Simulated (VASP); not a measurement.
# AlGaN2 (P-4m2) in VASP: single point with r2SCAN

Aim: the single point of AlGaN2 with r2SCAN.

Program: VASP 6.6.1. These are calculated values, not measurements. Logs are shortened: lines on timing, memory, paths and dates and some standing lists are left out, and cuts for length are marked.

### 1 The cell of the first run

Symmetry: P-4m2, No. 115, tetragonal system. The conventional cell has a = 3.182 Å, b = 3.182 Å, c = 4.304 Å, α = 90.00°, β = 90.00°, γ = 90.00°. Within 2.5 Å of Al (site symmetry -4m2) lie 4 N at 1.89 Å. Within 2.6 Å of Ga (site symmetry -4m2) lie 4 N at 1.95 Å. N (site symmetry 2mm) has 2 Al at 1.89 Å and 2 Ga at 1.95 Å within 2.5 Å.

### 2 Single point, r2SCAN

POSCAR

```
AlGaN2
1.0
    3.1815252811      0.0000000000      0.0000000000
    0.0000000000      3.1815252811      0.0000000000
    0.0000000000      0.0000000000      4.3036267180
Al Ga N
1 1 2
Direct
    0.5000000000      0.5000000000      0.5000000000
    0.0000000000      0.0000000000      0.0000000000
    0.5000000000      0.0000000000      0.7390831718
    0.0000000000      0.5000000000      0.2609168282
```

INCAR.step1

```
PREC = Accurate ; ENCUT = 1460
ISMEAR = 0 ; SIGMA = 0.05
LREAL = False ; LASPH = True
NELM = 120 ; NBANDS = 21
GGA = PE ; ALGO = Normal
EDIFF = 1E-5 ; LWAVE = True
LCHARG = False ; GGA_COMPAT = False
```

INCAR.step2

```
PREC = Accurate ; ENCUT = 1460
EDIFF = 1E-6 ; ISMEAR = 0
SIGMA = 0.05 ; LREAL = False
LASPH = True ; NELM = 120
ALGO = Normal ; ISIF = 2
LWAVE = False ; LCHARG = True
METAGGA = R2SCAN ; LMIXTAU = True
LELF = True ; LVHAR = True
NBANDS = 21 ; ISTART = 1
GGA_COMPAT = False
```

KPOINTS

```
Automatic mesh
0
Gamma
  8 8 6
```

Potentials or basis: VASP PAW PBE potentials, release 64 (Al, Ga_d, N_h).

Run with:

```bash
$ cat potpaw_PBE.64/Al/POTCAR potpaw_PBE.64/Ga_d/POTCAR potpaw_PBE.64/N_h/POTCAR > POTCAR
$ cp INCAR.step1 INCAR
$ mpirun -np 1 vasp_std > vasp.out
$ cp INCAR.step2 INCAR
$ mpirun -np 1 vasp_std > vasp.out
```

OUTCAR:

```text
PREC = Accurate
   ENCUT = 1460
   EDIFF = 1E-6
   ISMEAR = 0
   LREAL = False
   LASPH = True
   NELM = 120
   ISIF = 2
   METAGGA = R2SCAN
   ISTART = 1

 ion  position               nearest neighbor table
   1  0.500  0.500  0.500-   3 1.89   4 1.89   3 1.89   4 1.89   2 3.11   2 3.11   2 3.11   2 3.11
                             2 3.11   2 3.11   2 3.11   2 3.11
   2  0.000  0.000  0.000-   3 1.95   4 1.95   4 1.95   3 1.95   1 3.11   1 3.11   1 3.11   1 3.11
                             1 3.11   1 3.11   1 3.11   1 3.11
   3  0.500  0.000  0.739-   1 1.89   1 1.89   2 1.95   2 1.95
   4  0.000  0.500  0.261-   1 1.89   1 1.89   2 1.95   2 1.95

  LATTYP: Found a simple tetragonal cell.
 ALAT       =     3.1815252811
 C/A-ratio  =     1.3526929186

  Lattice vectors:

 A1 = (   3.1815252811,   0.0000000000,   0.0000000000)
 A2 = (   0.0000000000,   3.1815252811,   0.0000000000)
 A3 = (   0.0000000000,   0.0000000000,   4.3036267180)

Analysis of symmetry for initial positions (statically):
=====================================================================
 Subroutine PRICEL returns:
 Original cell was already a primitive cell.

 Routine SETGRP: Setting up the symmetry group for a
 simple tetragonal supercell.

 Subroutine GETGRP returns: Found  8 space group operations
 (whereof  8 operations were pure point group operations)
 out of a pool of 16 trial point group operations.

The static configuration has the point symmetry D_2d.

Analysis of symmetry for dynamics (positions and initial velocities):
=====================================================================
 Subroutine PRICEL returns:
 Original cell was already a primitive cell.

 Routine SETGRP: Setting up the symmetry group for a
 simple tetragonal supercell.

 Subroutine GETGRP returns: Found  8 space group operations
 (whereof  8 operations were pure point group operations)
 out of a pool of 16 trial point group operations.

The dynamic configuration has the point symmetry D_2d.

 Subroutine INISYM returns: Found  8 space group operations
 (whereof  8 operations are pure point group operations),
 and found     1 'primitive' translations

----------------------------------------------------------------------------------------

                                     Primitive cell

  volume of cell :      43.5618

  direct lattice vectors                    reciprocal lattice vectors
     3.181525281  0.000000000  0.000000000     0.314314648  0.000000000  0.000000000
     0.000000000  3.181525281  0.000000000     0.000000000  0.314314648  0.000000000
     0.000000000  0.000000000  4.303626718     0.000000000  0.000000000  0.232362160

  length of vectors
     3.181525281  3.181525281  4.303626718     0.314314648  0.314314648  0.232362160

  position of ions in fractional coordinates (direct lattice)
     0.500000000  0.500000000  0.500000000
     0.000000000  0.000000000  0.000000000
     0.500000000  0.000000000  0.739083172
     0.000000000  0.500000000  0.260916828

  ion indices of the primitive-cell ions
   primitive index   ion index
                 1           1
                 2           2
                 3           3
                 4           4

----------------------------------------------------------------------------------------

 KPOINTS: Automatic mesh

Automatic generation of k-mesh.
 Grid dimensions read from file:
 generate k-points for:    8    8    6

 Generating k-lattice:

  Cartesian coordinates                     Fractional coordinates (reciprocal lattice)
     0.039289331  0.000000000  0.000000000     0.125000000  0.000000000  0.000000000
     0.000000000  0.039289331  0.000000000     0.000000000  0.125000000  0.000000000
     0.000000000  0.000000000  0.038727027     0.000000000  0.000000000  0.166666667

  Length of vectors
     0.039289331  0.039289331  0.038727027

  Shift w.r.t. Gamma in fractional coordinates (k-lattice)
     0.000000000  0.000000000  0.000000000

 Subroutine IBZKPT returns following result:
 ===========================================

 Found     60 irreducible k-points:

 Following reciprocal coordinates:
            Coordinates               Weight
  0.000000  0.000000  0.000000      1.000000
  0.125000  0.000000  0.000000      4.000000
  0.250000  0.000000  0.000000      4.000000
  0.375000  0.000000  0.000000      4.000000
  0.500000  0.000000  0.000000      2.000000
  0.125000  0.125000  0.000000      4.000000
[... 16 lines left out ...]
  0.375000  0.125000  0.166667     16.000000
  0.500000  0.125000  0.166667      8.000000
 [... further k-points ...]
   k-points           NKPTS =     60   k-points in BZ     NKDIM =     60   number of bands    NBANDS=     21
   number of dos      NEDOS =    301   number of ions     NIONS =      4
   total plane-waves  NPLWV =  86400
   dimension x,y,z NGX =    40 NGY =   40 NGZ =   54
   dimension x,y,z NGXF=    80 NGYF=   80 NGZF=  108
   ions per type =               1   1   2
   NGX,Y,Z   is equivalent  to a cutoff of  20.90, 20.90, 20.86 a.u.
   NGXF,Y,Z  is equivalent  to a cutoff of  41.80, 41.80, 41.72 a.u.
 SYSTEM =  unknown system
   PREC   = accura    normal or accurate (medium, high low for compatibility)
   ISTART =      1    job   : 0-new  1-cont  2-samecut
   ICHARG =      0    charge: 1-file 2-atom 10-const
   ISPIN  =      1    spin polarized calculation?
   LNONCOLLINEAR =      F non collinear calculations
   LSORBIT =      F    spin-orbit coupling
   LASPH  =      T    aspherical Exc in radial PAW
   ENCUT  = 1460.0 eV 107.31 Ry   10.36 a.u.   9.91  9.91 13.41*2*pi/ulx,y,z
   NELM   =    120;   NELMIN=  2; NELMDL=  0     # of ELM steps
   EDIFF  = 0.1E-05   stopping-criterion for ELM
   LREAL  =      F    real-space projection
[... 7 lines left out ...]
   TEBEG  =    0.0;   TEEND  =   0.0 temperature during run
   PSTRESS=    0.0 pullay stress
   NELECT =      26.0000    total number of electrons
   NUPDOWN=      -1.0000    fix difference up-down
   EMIN   =  10.00;   EMAX   =-10.00  energy-range for DOS
   EFERMI =   0.00;   METHOD = LEGACY
   ISMEAR =     0;   SIGMA  =   0.05  broadening in eV -4-tet -1-fermi 0-gaus
   EFERMI_NEDOS =   21; number of points for ismear=-14 and -15
   IALGO  =     38    algorithm
   IMIX   =      4    mixing-type and parameters
     AMIX     =   0.40;   BMIX     =  1.00
     AMIX_MAG =   1.60;   BMIX_MAG =  1.00
  volume/ion in A,a.u.               =      10.89        73.49
  Fermi-wavevector in a.u.,A,eV,Ry     =   1.378365  2.604732 25.849565  1.899889
  Thomas-Fermi vector in A             =   2.503433
   LORBIT       =      0    0 simple, 1 ext, 2 COOP (PROOUT), +10 PAW based schemes
   METAGGA = R2SCAN    functional components
   LHFCALC =     F    Hartree Fock is set to
   AEXX    =    0.0000 exact exchange contribution
   IVDW    =     0    specifies the selected vdW correction
   LEPSILON=     F    determine dielectric tensor
   LRPA    =     F    only Hartree local field effects (RPA)
 non-spin polarized calculation
 Gauss-broadening in eV      SIGMA  =   0.05
  energy-cutoff  :     1460.00
  volume of cell :       43.56
 maximum number of plane-waves:      5540
 NGX is ok and might be reduce to    40
   NGX = 19   NGY = 19   NGZ = 27

 number of electron      25.9999999 magnetization

 Free energy of the ion-electron system (eV)
  ---------------------------------------------------
  ext. energy  EPLUGINS =         0.00000000
  ---------------------------------------------------
  free energy    TOTEN  =       -41.05745395 eV

  energy without entropy =      -41.05745395  energy(sigma->0) =      -41.05745395

 E-fermi :   5.9666     XC(G=0): -12.0708

 val. band max:        5.6629481186   @ k =   0.0000   0.0000   0.0000
 cond. band min:       9.0827828850   @ k =   0.0000   0.0000   0.0000
 fundamental gap:      3.4198347663
 Fermi energy:         5.9666430377

 k-point     1 :       0.0000    0.0000    0.0000
  band No.  band energies     occupation
      1     -10.5869      2.00000
      2      -8.9675      2.00000
      3      -7.6201      2.00000
      4      -7.6201      2.00000
      5      -7.5470      2.00000
      6      -7.3771      2.00000
[... 13 lines left out ...]
     20      19.9748      0.00000
     21      21.5624      0.00000

 k-point     2 :       0.1250    0.0000    0.0000
  band No.  band energies     occupation
      1     -10.4566      2.00000
      2      -8.9714      2.00000
      3      -7.6202      2.00000
      4      -7.6175      2.00000
      5      -7.5282      2.00000
      6      -7.3880      2.00000
[... 13 lines left out ...]
     20      19.7574      0.00000
     21      21.0356      0.00000

 k-point     3 :       0.2500    0.0000    0.0000
  band No.  band energies     occupation
      1     -10.1045      2.00000
      2      -8.9977      2.00000
      3      -7.6113      2.00000
      4      -7.5929      2.00000
      5      -7.4630      2.00000
      6      -7.4142      2.00000
[... 13 lines left out ...]
     20      19.1437      0.00000
     21      19.8868      0.00000

 k-point     4 :       0.3750    0.0000    0.0000
  band No.  band energies     occupation
      1      -9.6573      2.00000
      2      -9.0813      2.00000
      3      -7.6049      2.00000
      4      -7.5430      2.00000
      5      -7.4403      2.00000
      6      -7.2849      2.00000
[... 13 lines left out ...]
     20      18.4679      0.00000
     21      18.9067      0.00000

 k-point     5 :       0.5000    0.0000    0.0000
  band No.  band energies     occupation
      1      -9.3371      2.00000
      2      -9.2364      2.00000
      3      -7.6021      2.00000
      4      -7.5226      2.00000
      5      -7.4510      2.00000
      6      -7.0146      2.00000
[... 13 lines left out ...]
     20      18.3121      0.00000
     21      18.3281      0.00000

 k-point     6 :       0.1250    0.1250    0.0000
  band No.  band energies     occupation
      1     -10.3306      2.00000
      2      -8.9718      2.00000
      3      -7.6299      2.00000
      4      -7.5987      2.00000
      5      -7.5114      2.00000
      6      -7.3989      2.00000
[... 13 lines left out ...]
     20      19.5199      0.00000
     21      19.7613      0.00000

 k-point     7 :       0.2500    0.1250    0.0000
  band No.  band energies     occupation
      1      -9.9934      2.00000
      2      -8.9885      2.00000
      3      -7.6215      2.00000
      4      -7.5619      2.00000
      5      -7.4565      2.00000
      6      -7.4142      2.00000
[... 13 lines left out ...]
     20      18.8989      0.00000
     21      19.0144      0.00000
[... 291 lines left out ...]
      1      -9.3440      2.00000
      2      -9.2119      2.00000
      3      -7.6040      2.00000
      4      -7.5083      2.00000
      5      -7.4508      2.00000
      6      -7.0085      2.00000
[... 13 lines left out ...]
     20      17.9957      0.00000
     21      18.3505      0.00000

 k-point    21 :       0.1250    0.1250    0.1667
  band No.  band energies     occupation
      1     -10.2207      2.00000
      2      -9.0140      2.00000
      3      -7.6348      2.00000
      4      -7.5882      2.00000
      5      -7.5100      2.00000
      6      -7.3987      2.00000
[... 13 lines left out ...]
     20      18.6288      0.00000
     21      20.2720      0.00000

 k-point    22 :       0.2500    0.1250    0.1667
  band No.  band energies     occupation
      1      -9.9085      2.00000
      2      -9.0187      2.00000
      3      -7.6247      2.00000
      4      -7.5408      2.00000
      5      -7.4544      2.00000
      6      -7.4118      2.00000
[... 13 lines left out ...]
     20      18.8674      0.00000
     21      19.5692      0.00000

 k-point    23 :       0.3750    0.1250    0.1667
  band No.  band energies     occupation
      1      -9.5318      2.00000
      2      -9.0696      2.00000
      3      -7.6087      2.00000
      4      -7.5010      2.00000
      5      -7.4606      2.00000
      6      -7.2147      2.00000
[... 13 lines left out ...]
     20      18.7832      0.00000
     21      18.9989      0.00000

 k-point    24 :       0.5000    0.1250    0.1667
  band No.  band energies     occupation
      1      -9.2933      2.00000
      2      -9.1677      2.00000
      3      -7.6028      2.00000
      4      -7.4867      2.00000
      5      -7.4720      2.00000
      6      -6.9429      2.00000
[... 13 lines left out ...]
     20      18.6422      0.00000
     21      18.7861      0.00000

 [... further k-points ...]

------------------------ aborting loop because EDIFF is reached ----------------------------------------

  FORCE on cell =-STRESS in cart. coord.  units (eV):
  Direction    XX          YY          ZZ          XY          YZ          ZX
  --------------------------------------------------------------------------------------
  -------------------------------------------------------------------------------------
  Total       -0.4458972     -0.4458972      0.9474739      0.0000000      0.0000000      0.0000000
  in kB      -16.3998529    -16.3998529     34.8475691      0.0000000      0.0000000      0.0000000
  external PRESSURE =       0.6826211 kB  Pullay stress =       0.0000000 kB

 VOLUME and BASIS-vectors are now :
 -----------------------------------------------------------------------------
  energy-cutoff  :     1460.00
  volume of cell :       43.56
      direct lattice vectors                 reciprocal lattice vectors
     3.181525281  0.000000000  0.000000000     0.314314648  0.000000000  0.000000000
     0.000000000  3.181525281  0.000000000     0.000000000  0.314314648  0.000000000
     0.000000000  0.000000000  4.303626718     0.000000000  0.000000000  0.232362160

 POSITION                                       TOTAL-FORCE (eV/Angst)
 -----------------------------------------------------------------------------------
      1.59076      1.59076      2.15181         0.000000     -0.000000      0.000000
      0.00000      0.00000      0.00000        -0.000000      0.000000      0.000000
      1.59076      0.00000      3.18074        -0.000000     -0.000000     -0.156875
      0.00000      1.59076      1.12289         0.000000      0.000000      0.156875
 -----------------------------------------------------------------------------------
    total drift:                                0.000000      0.000000      0.000000

  FREE ENERGIE OF THE ION-ELECTRON SYSTEM (eV)
  ---------------------------------------------------
  free  energy   TOTEN  =       -41.0574539475 eV

  energy  without entropy=      -41.0574539475  energy(sigma->0) =      -41.05745395
```

It took 9.4 min on 1 thread of Intel Xeon Platinum 8259CL at 2.50GHz (Skylake/Cascade Lake), shared host; peak memory 0.49 GiB.

What came out:

| Quantity | Value |
| --- | --- |
| Free energy | -41.0575 eV |
| Pressure | 0.1 GPa |
| Largest force | 0.157 eV/Å |
| Band gap on the k mesh | 3.42 eV |

Forces in eV/Å, atoms in the order of the input:
```
Al   0.000  0.000  0.000
Ga   0.000  0.000  0.000
N    0.000  0.000 -0.157
N    0.000  0.000  0.157
```

Stress tensor (GPa, compression positive):
```
-1.64  0.00  0.00
 0.00 -1.64  0.00
 0.00  0.00  3.48
```

Caveat: the stress differs along the axes, from -2 to 3 GPa; the PAW data sets were made with another functional, which shifts forces and pressure a little.
